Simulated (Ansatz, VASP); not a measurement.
Sb in VASP and in Ansatz

File INCAR:

```
SYSTEM = Sb
PREC     = Accurate       ! precision mode
ENCUT    = 520            ! plane-wave cutoff, eV
EDIFF    = 1E-8           ! SCF threshold, eV
ISMEAR   = -1             ! smearing method
SIGMA    = 0.05           ! smearing width, eV
LREAL    = .FALSE.        ! projectors in reciprocal space
LASPH    = .TRUE.         ! aspherical terms in the spheres
NELM     = 80             ! most SCF steps
ALGO     = Normal         ! electronic algorithm
ISIF     = 2              ! what is computed and relaxed
LWAVE    = .FALSE.        ! write WAVECAR
LCHARG   = .FALSE.        ! write CHGCAR
GGA      = PS             ! functional
LEFG     = .TRUE.       
NBANDS   = 8              ! bands
```

The input KPOINTS:

```
Automatic mesh
0
G
  19 19 19
  0 0 0
```

Contents of POSCAR:

```
Sb
1.0
   -1.4794865966      1.4794865966      2.4379579798
    1.4794865966     -1.4794865966      2.4379579798
    1.4794865966      1.4794865966     -2.4379579798
Sb
1
Direct
    0.0000000000      0.0000000000      0.0000000000
```

Input for Ansatz:

```yaml
crystal:
  lattice:
    - [-1.4794865966, 1.4794865966, 2.4379579798]
    - [1.4794865966, -1.4794865966, 2.4379579798]
    - [1.4794865966, 1.4794865966, -2.4379579798]
  atoms:
    - { symbol: Sb, position: [0.0, 0.0, 0.0] }
kpoints:
  mp_grid: { grid: [19, 19, 19] }
scf:
  occupations: { method: fermi_dirac, width: 0.05 }
hamiltonian:
  xc: pbesol
  pseudopotentials: { kind: paw }
output:
  forces: true
  stress: true
  eigenvalues: true
  efg: { contact_densities: true }
  write_density: true
  write_potential: true
  elf: true
  volumetric_format: npy
```

Change from the starting cell: volume scaled by 0.95, PAW files.

Alike in both runs: task electric field gradients; functional PBEsol; k mesh 19 × 19 × 19; occupations fermi-dirac, width 0.05 eV; no spin polarisation.

|  | VASP | Ansatz |
| --- | --- | --- |
| version | VASP 6.6.1 | Ansatz 0.2.0 |
| potentials or method | VASP PAW PBE potentials, release 64 (Sb) | PAW with Ansatz's default frozen-core files, scalar-relativistic |
| plane-wave cutoff (eV) | 520 | 420 |
| valence electrons in the cell | 5 | 15 |

VASP gave:

- pressure (GPa): 22.9
- traceless stress, the component that is largest in VASP (GPa): -2.17
- size of Vzz on the site where it differs most (V/Å²): 37.2

Question: Which values does Ansatz return?

Answer: Pressure (GPa): 22.5; traceless stress, the component that is largest in VASP (GPa): -2.02; size of Vzz on the site where it differs most (V/Å²): 35.8.

VASP's potentials were made for PBE, not for PBEsol. VASP's potentials hold 5 valence electrons a cell and Ansatz's 15, so a difference there can come from the potentials and not from the codes.

Spin-orbit coupling is off throughout.
